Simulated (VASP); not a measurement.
# HC18O in VASP: a series of runs

The runs below take HC18O through single point, with PBE.

Program: VASP 6.6.1. These are calculated values, not measurements. Logs are shortened: lines on timing, memory, paths and dates and some standing lists are left out, and cuts for length are marked.

## 1. The cell of the first run

The cell holds a slab with vacuum, 20 atoms: a = 7.398 Å, b = 7.398 Å, c = 12.000 Å, α = 90.00°, β = 90.00°, γ = 120.00°.

## 2. Single point, PBE, collinear spin, zero start

INCAR

```
SYSTEM = HC18O
  ALGO = Normal
  EDIFF = 1E-6
  ENCUT = 520
  GGA = PE
  ISIF = 2
  ISMEAR = -1
  ISPIN = 2
  LASPH = .True.
  LCHARG = .False.
  LORBIT = 11
  LREAL = Auto
  LWAVE = .False.
  MAGMOM = 0 0 0 0 0 0 0 0 0 0 0 0 0 0 0 0 0 0 0 0
  NBANDS = 60
  NELM = 150
  PREC = Accurate
  SIGMA = 0.05
```

KPOINTS

```
k-points
0
Gamma
  2 2 1
  0 0 0
```

POSCAR

```
HC18O
1.0
    7.3980000000      0.0000000000      0.0000000000
   -3.6990000000      6.4068560000      0.0000000000
    0.0000000000      0.0000000000     12.0000000000
C O H
18 1 1
Direct
   -0.0006308717     -0.0059430086      0.0728903333
    0.2221427745      0.1059497825      0.0774825000
   -0.0006244097      0.3269961117      0.0728421667
    0.2221277284      0.4378767058      0.0775464167
    0.0000778252      0.6608701678      0.0787934167
    0.2217499368      0.7717234475      0.0784969167
    0.3325288628     -0.0067073460      0.0792092500
    0.5553866977      0.1057268963      0.0777207500
    0.3300707708      0.3258801197      0.0846490000
    0.5546322923      0.4381415783      0.1192630833
    0.3325144865      0.6609113737      0.0791507500
    0.5553655444      0.7713426055      0.0777652500
    0.6662148487     -0.0060466475      0.0731710000
    0.8883887012      0.1050293623      0.0724660833
    0.6671201728      0.3259416163      0.0848381667
    0.8873913085      0.4377515274      0.0773671667
    0.6670824300      0.6628336894      0.0848927500
    0.8873778659      0.7712864157      0.0773317500
    0.5412237355      0.4310719642      0.2441734167
    0.6838105186      0.5071336081      0.2724490833
```

Potentials or basis: VASP PAW PBE potentials, release 64 (C, O, H).

On the command line:

```
> cat potpaw_PBE.64/C/POTCAR potpaw_PBE.64/O/POTCAR potpaw_PBE.64/H/POTCAR > POTCAR
> mpirun -np 1 vasp_std > vasp.out
```

OUTCAR:

```text
SYSTEM = HC18O
   EDIFF = 1E-6
   ENCUT = 520
   GGA = PE
   ISIF = 2
   ISMEAR = -1
   ISPIN = 2
   LASPH = .True.
   LORBIT = 11
   LREAL = Auto
   NELM = 150
   PREC = Accurate

 ion  position               nearest neighbor table
   1  0.999  0.994  0.073-  14 1.42  18 1.43   2 1.43
   2  0.222  0.106  0.077-   9 1.41   1 1.43   7 1.43
   3  0.999  0.327  0.073-  14 1.42  16 1.43   4 1.43
   4  0.222  0.438  0.078-   9 1.41   3 1.43  11 1.43
   5  0.000  0.661  0.079-   6 1.42  18 1.43  16 1.43
   6  0.222  0.772  0.078-   7 1.42  11 1.42   5 1.42
   7  0.333  0.993  0.079-   6 1.42   8 1.43   2 1.43
   8  0.555  0.106  0.078-  15 1.41  13 1.43   7 1.43
   9  0.330  0.326  0.085-   2 1.41   4 1.41  10 1.50
  10  0.555  0.438  0.119-  17 1.50   9 1.50  15 1.50  19 1.50
  11  0.333  0.661  0.079-   6 1.42  12 1.43   4 1.43
  12  0.555  0.771  0.078-  17 1.41  13 1.43  11 1.43
  13  0.666  0.994  0.073-  14 1.42   8 1.43  12 1.43
  14  0.888  0.105  0.072-   1 1.42   3 1.42  13 1.42
  15  0.667  0.326  0.085-   8 1.41  16 1.41  10 1.50
  16  0.887  0.438  0.077-  15 1.41   3 1.43   5 1.43
  17  0.667  0.663  0.085-  12 1.41  18 1.41  10 1.50
  18  0.887  0.771  0.077-  17 1.41   1 1.43   5 1.43
  19  0.541  0.431  0.244-  20 0.98  10 1.50
  20  0.684  0.507  0.272-  19 0.98

  LATTYP: Found a hexagonal cell.
 ALAT       =     7.3980000000
 C/A-ratio  =     1.6220600162

  Lattice vectors:

 A1 = (   7.3980000000,   0.0000000000,   0.0000000000)
 A2 = (  -3.6990000000,   6.4068560000,   0.0000000000)
 A3 = (   0.0000000000,   0.0000000000,  12.0000000000)

Analysis of symmetry for initial positions (statically):
=====================================================================
 Subroutine PRICEL returns:
 Original cell was already a primitive cell.

 Routine SETGRP: Setting up the symmetry group for a
 hexagonal supercell.

 Subroutine GETGRP returns: Found  1 space group operations
 (whereof  1 operations were pure point group operations)
 out of a pool of 24 trial point group operations.

The static configuration has the point symmetry C_1 .

Analysis of symmetry for dynamics (positions and initial velocities):
=====================================================================
 Subroutine PRICEL returns:
 Original cell was already a primitive cell.

 Routine SETGRP: Setting up the symmetry group for a
 hexagonal supercell.

 Subroutine GETGRP returns: Found  1 space group operations
 (whereof  1 operations were pure point group operations)
 out of a pool of 24 trial point group operations.

The dynamic configuration has the point symmetry C_1 .

Analysis of structural, dynamic, and magnetic symmetry:
=====================================================================
 Subroutine PRICEL returns:
 Original cell was already a primitive cell.

 Routine SETGRP: Setting up the symmetry group for a
 hexagonal supercell.

 Subroutine GETGRP returns: Found  1 space group operations
 (whereof  1 operations were pure point group operations)
 out of a pool of 24 trial point group operations.

The overall configuration has the point symmetry C_1 .

 Subroutine INISYM returns: Found  1 space group operations
 (whereof  1 operations are pure point group operations),
 and found     1 'primitive' translations

----------------------------------------------------------------------------------------

                                     Primitive cell

  volume of cell :     568.7750

  direct lattice vectors                    reciprocal lattice vectors
     7.398000000  0.000000000  0.000000000     0.135171668  0.078041398  0.000000000
    -3.699000000  6.406856000  0.000000000     0.000000000  0.156082796  0.000000000
     0.000000000  0.000000000 12.000000000     0.000000000  0.000000000  0.083333333

  length of vectors
     7.398000000  7.398000054 12.000000000     0.156082797  0.156082796  0.083333333

  position of ions in fractional coordinates (direct lattice)
     0.999369128  0.994056991  0.072890333
     0.222142774  0.105949782  0.077482500
     0.999375590  0.326996112  0.072842167
[... 74 lines left out ...]
   number of dos      NEDOS =    301   number of ions     NIONS =     20
   total plane-waves  NPLWV = 282240
   dimension x,y,z NGX =    56 NGY =   56 NGZ =   90
   dimension x,y,z NGXF=   112 NGYF=  112 NGZF=  180
   ions per type =              18   1   1
   NGX,Y,Z   is equivalent  to a cutoff of  12.58, 12.58, 12.47 a.u.
   NGXF,Y,Z  is equivalent  to a cutoff of  25.17, 25.17, 24.94 a.u.
 SYSTEM =  HC18O
   PREC   = accura    normal or accurate (medium, high low for compatibility)
   ISTART =      0    job   : 0-new  1-cont  2-samecut
   ICHARG =      2    charge: 1-file 2-atom 10-const
   ISPIN  =      2    spin polarized calculation?
   LNONCOLLINEAR =      F non collinear calculations
   LSORBIT =      F    spin-orbit coupling
   LASPH  =      T    aspherical Exc in radial PAW
   ENCUT  =  520.0 eV  38.22 Ry    6.18 a.u.  13.76 13.76 22.31*2*pi/ulx,y,z
   NELM   =    150;   NELMIN=  2; NELMDL= -5     # of ELM steps
   EDIFF  = 0.1E-05   stopping-criterion for ELM
   LREAL  =      T    real-space projection
   EDIFFG = 0.1E-04   stopping-criterion for IOM
   NSW    =      0    number of steps for IOM
   IBRION =     -1    ionic relax: 0-MD 1-quasi-New 2-CG
   NFREE  =      0    steps in history (QN), initial steepest desc. (CG)
   ISIF   =      2    stress and relaxation
   ISYM   =      2    0-nonsym 1-usesym 2-fastsym
   POTIM  = 0.5000    time-step for ionic-motion
   TEBEG  =    0.0;   TEEND  =   0.0 temperature during run
   PSTRESS=    0.0 pullay stress
   NELECT =      79.0000    total number of electrons
   NUPDOWN=      -1.0000    fix difference up-down
   EMIN   =  10.00;   EMAX   =-10.00  energy-range for DOS
   EFERMI =   0.00;   METHOD = LEGACY
   ISMEAR =    -1;   SIGMA  =   0.05  broadening in eV -4-tet -1-fermi 0-gaus
   EFERMI_NEDOS =   21; number of points for ismear=-14 and -15
   IALGO  =     38    algorithm
   IMIX   =      4    mixing-type and parameters
     AMIX     =   0.40;   BMIX     =  1.00
     AMIX_MAG =   1.60;   BMIX_MAG =  1.00
  volume/ion in A,a.u.               =      28.44       191.91
  Fermi-wavevector in a.u.,A,eV,Ry     =   0.847820  1.602148  9.779852  0.718799
  Thomas-Fermi vector in A             =   1.963386
   LORBIT       =     11    0 simple, 1 ext, 2 COOP (PROOUT), +10 PAW based schemes
   GGA     = PE    functional components
   LHFCALC =     F    Hartree Fock is set to
   AEXX    =    0.0000 exact exchange contribution
   IVDW    =     0    specifies the selected vdW correction
   LEPSILON=     F    determine dielectric tensor
   LRPA    =     F    only Hartree local field effects (RPA)
 spin polarized calculation
  energy-cutoff  :      520.00
  volume of cell :      568.78
 maximum number of plane-waves:     15363
 NGX is ok and might be reduce to    56
   NGX = 27   NGY = 27   NGZ = 45

 number of electron      79.0000001 magnetization       0.0000000

 number of electron      79.0000001 magnetization      -0.0000000

 Free energy of the ion-electron system (eV)
  ---------------------------------------------------
  ext. energy  EPLUGINS =         0.00000000
  ---------------------------------------------------
  free energy    TOTEN  =      -174.43328135 eV

  energy without entropy =     -174.42716063  energy(sigma->0) =     -174.43022099

 E-fermi :  -1.9841     XC(G=0):  -3.8755

 val. band max:       -2.2261525583   @ k =   0.0000   0.5000   0.0000
 cond. band min:      -1.7889081761   @ k =   0.0000   0.0000   0.0000
 fundamental gap:      0.4372443821
 Fermi energy:        -1.9841339402

 spin component 1

 k-point     1 :       0.0000    0.0000    0.0000
  band No.  band energies     occupation
      1     -22.8871      1.00000
      2     -21.1003      1.00000
      3     -18.7575      1.00000
      4     -18.7506      1.00000
      5     -18.7409      1.00000
      6     -18.6633      1.00000
[... 205 lines left out ...]
     50       4.1643      0.00000
     51       4.1967      0.00000
 Fermi energy:        -1.9841339402

 spin component 2

 k-point     1 :       0.0000    0.0000    0.0000
  band No.  band energies     occupation
      1     -22.8871      1.00000
      2     -21.1003      1.00000
      3     -18.7575      1.00000
      4     -18.7506      1.00000
      5     -18.7409      1.00000
      6     -18.6633      1.00000
[... 205 lines left out ...]
     50       4.1641      0.00000
     51       4.1967      0.00000
 [bands above 51 left out]

------------------------ aborting loop because EDIFF is reached ----------------------------------------

  FORCE on cell =-STRESS in cart. coord.  units (eV):
  Direction    XX          YY          ZZ          XY          YZ          ZX
  --------------------------------------------------------------------------------------
  -------------------------------------------------------------------------------------
  Total        0.3968518      0.4362035      0.0337613     -0.0577869      0.0231452      0.0295904
  in kB        1.1178883      1.2287378      0.0951019     -0.1627794      0.0651974      0.0833529
  external PRESSURE =       0.8139093 kB  Pullay stress =       0.0000000 kB

 VOLUME and BASIS-vectors are now :
 -----------------------------------------------------------------------------
  energy-cutoff  :      520.00
  volume of cell :      568.78
      direct lattice vectors                 reciprocal lattice vectors
     7.398000000  0.000000000  0.000000000     0.135171668  0.078041398  0.000000000
    -3.699000000  6.406856000  0.000000000     0.000000000  0.156082796  0.000000000
     0.000000000  0.000000000 12.000000000     0.000000000  0.000000000  0.083333333

 POSITION                                       TOTAL-FORCE (eV/Angst)
 -----------------------------------------------------------------------------------
      3.71632      6.36878      0.87468         0.007721      0.007134     -0.009569
      1.25150      0.67880      0.92979        -0.001098      0.000808      0.005926
      6.18382      2.09502      0.87411         0.009088      0.001217      0.005983
      0.02359      2.80541      0.93056         0.004660     -0.002256     -0.012353
     -2.44398      4.23410      0.94552        -0.002175     -0.000147      0.005126
     -1.21410      4.94432      0.94196         0.003360      0.001160      0.003090
[... 12 lines left out ...]
      2.40944      2.76182      2.93008        -0.057334     -0.028371      0.041112
      3.18294      3.24913      3.26939         0.065274      0.035564      0.062652
 -----------------------------------------------------------------------------------
    total drift:                               -0.001394      0.012879     -0.019644

  FREE ENERGIE OF THE ION-ELECTRON SYSTEM (eV)
  ---------------------------------------------------
  free  energy   TOTEN  =      -174.4332813491 eV

  energy  without entropy=     -174.4271606268  energy(sigma->0) =     -174.43022099

 total charge

# of ion       s       p       d       tot
------------------------------------------
    1        0.865   1.774   0.000   2.638
    2        0.865   1.777   0.000   2.642
    3        0.865   1.774   0.000   2.638
    4        0.865   1.777   0.000   2.642
    5        0.859   1.791   0.000   2.650
    6        0.864   1.786   0.000   2.650
[... 12 lines left out ...]
   19        1.577   3.527   0.000   5.104
   20        0.626   0.119   0.000   0.745
--------------------------------------------------
tot         17.695  35.591   0.000  53.285

 magnetization (x)

# of ion       s       p       d       tot
------------------------------------------
    1        0.000   0.000   0.000   0.000
    2        0.000   0.000   0.000   0.000
    3        0.000   0.000   0.000   0.000
    4        0.000   0.000   0.000   0.000
    5        0.000   0.000   0.000   0.000
    6       -0.000  -0.000   0.000  -0.000
[... 12 lines left out ...]
   19        0.000  -0.000   0.000  -0.000
   20        0.000   0.000   0.000   0.000
--------------------------------------------------
tot          0.000   0.000   0.000   0.000
```

Run time: 9.2 min. Hardware: 1 thread of Intel Xeon Platinum 8488C (Sapphire Rapids), shared host; peak memory 0.88 GiB.

Results:

```
Free energy                                           : -174.4333 eV
Largest force                                         : 0.097 eV/Å
Net moment                                            : 0.00 μB per cell
Valence electrons inside the program's atomic spheres : C 2.64, 2.65, 2.63, 2.51, 2.66; O 5.10; H 0.74
```

Forces in eV/Å, atoms in the order of the input:
```
C    0.008  0.007 -0.010
C   -0.001  0.001  0.006
C    0.009  0.001  0.006
C    0.005 -0.002 -0.012
C   -0.002  0.000  0.005
C    0.003  0.001  0.003
C   -0.005  0.003 -0.009
C    0.002 -0.007  0.003
C    0.009  0.005 -0.002
C   -0.015 -0.013 -0.089
C   -0.002 -0.002  0.009
C   -0.004  0.004 -0.003
C   -0.002 -0.003  0.001
C    0.006  0.003 -0.005
C   -0.022  0.002 -0.003
C    0.005  0.007 -0.008
C   -0.008 -0.017 -0.004
C    0.007  0.002  0.008
O   -0.057 -0.028  0.041
H    0.065  0.036  0.063
```

Caveat: the k points lie up to 0.49 Å⁻¹ apart.

## 3. Single point, PBE, collinear spin, zero start

INCAR

```
ALGO = Normal
EDIFF = 1E-6
ENCUT = 520
GGA = PE
ISIF = 2
ISMEAR = -1
ISPIN = 2
LASPH = T
LCHARG = F
LORBIT = 11
LREAL = Auto
LWAVE = F
MAGMOM = 0 0 0 0 0 0 0 0 0 0 0 0 0 0 0 0 0 0 0 0
NBANDS = 60
NELM = 150
PREC = Accurate
SIGMA = 0.05
```

KPOINTS

```
k-points
0
Gamma
  2 2 1
```

POSCAR

```
HC18O
1.0
    7.3980000000      0.0000000000      0.0000000000
   -3.6990000000      6.4068560000      0.0000000000
    0.0000000000      0.0000000000     12.0000000000
C O H
18 1 1
Direct
   -0.0014755793     -0.0060109046      0.0740698333
    0.2211981374      0.1057804327      0.0811458333
   -0.0014731539      0.3263180880      0.0740611667
    0.2212004760      0.4372000869      0.0811453333
   -0.0013179228      0.6602330379      0.0780991667
    0.2203203308      0.7710510428      0.0797489167
    0.3311097379     -0.0073655472      0.0806275000
    0.5539130536      0.1049469506      0.0766485833
    0.3296690922      0.3257245051      0.0898707500
    0.5577608836      0.4397615617      0.1178630000
    0.3311105233      0.6602575429      0.0806326667
    0.5539144273      0.7707455888      0.0766668333
    0.6647729922     -0.0067243590      0.0722372500
    0.8870884886      0.1044351551      0.0728825000
    0.6661296800      0.3251220255      0.0811908333
    0.8865353332      0.4370190309      0.0752990000
    0.6661299409      0.6627862402      0.0812176667
    0.8865338585      0.7712985901      0.0753180000
    0.5725595325      0.4471185243      0.2426684167
    0.7225462939      0.5219160537      0.2573561667
```

Potentials or basis: VASP PAW PBE potentials, release 64 (C, O, H).

On the command line:

```
> cat potpaw_PBE.64/C/POTCAR potpaw_PBE.64/O/POTCAR potpaw_PBE.64/H/POTCAR > POTCAR
> mpirun -np 1 vasp_std > vasp.out
```

It took 11 min on 1 thread of Intel Xeon Platinum 8488C (Sapphire Rapids), shared host; peak memory 0.88 GiB.

It converged, with:

```
Free energy                                           : -174.3716 eV
Largest force                                         : 0.262 eV/Å
Net moment                                            : 0.00 μB per cell
Valence electrons inside the program's atomic spheres : C 2.64, 2.65, 2.63, 2.52, 2.66; O 5.10; H 0.74
```

Forces in eV/Å, atoms in the order of the input:
```
C    0.017  0.014 -0.018
C    0.023  0.011 -0.041
C    0.019  0.012 -0.017
C    0.022  0.014 -0.039
C    0.025  0.013 -0.013
C    0.024  0.012 -0.030
C    0.020  0.010 -0.023
C    0.013  0.004 -0.005
C    0.022  0.014 -0.058
C   -0.030 -0.018 -0.081
C    0.019  0.006 -0.025
C    0.009  0.012 -0.005
C    0.013  0.009  0.003
C    0.027  0.015 -0.006
C   -0.001  0.018  0.026
C    0.016  0.018  0.004
C    0.014 -0.011  0.027
C    0.024  0.008  0.004
O   -0.216 -0.125  0.082
H   -0.059 -0.034  0.217
```

Levels at points of the mesh, in eV from the Fermi level:
Spin up:
| k point | band 36 | band 37 | band 38 | band 39 | band 40 | band 41 | band 42 | band 43 | band 44 | band 45 |
| --- | --- | --- | --- | --- | --- | --- | --- | --- | --- | --- |
| (0.00, 0.00, 0.00) | -2.76 | -2.19 | -1.93 | 0.18 | 0.28 | 0.39 | 1.97 | 3.51 | 4.59 | 4.98 |
| (0.50, 0.00, 0.00) | -2.39 | -2.35 | -2.17 | -1.82 | -0.24 | 2.09 | 2.66 | 2.74 | 2.90 | 4.13 |
| (0.00, 0.50, 0.00) | -2.41 | -2.35 | -2.25 | -1.75 | -0.22 | 2.08 | 2.66 | 2.76 | 2.87 | 4.25 |
| (0.50, 0.50, 0.00) | -2.41 | -2.35 | -2.25 | -1.75 | -0.22 | 2.08 | 2.66 | 2.76 | 2.87 | 4.25 |
Spin down:
```
           k point  band 38  band 39  band 40  band 41  band 42  band 43
(0.00, 0.00, 0.00)    -1.93     0.18     0.28     0.39     1.97     3.51
(0.50, 0.00, 0.00)    -2.17    -1.82    -0.24     2.09     2.66     2.74
(0.00, 0.50, 0.00)    -2.25    -1.75    -0.22     2.08     2.66     2.76
(0.50, 0.50, 0.00)    -2.25    -1.75    -0.22     2.08     2.66     2.76
```

Caveat: the k points lie up to 0.49 Å⁻¹ apart.

[end of part 1 of 2]
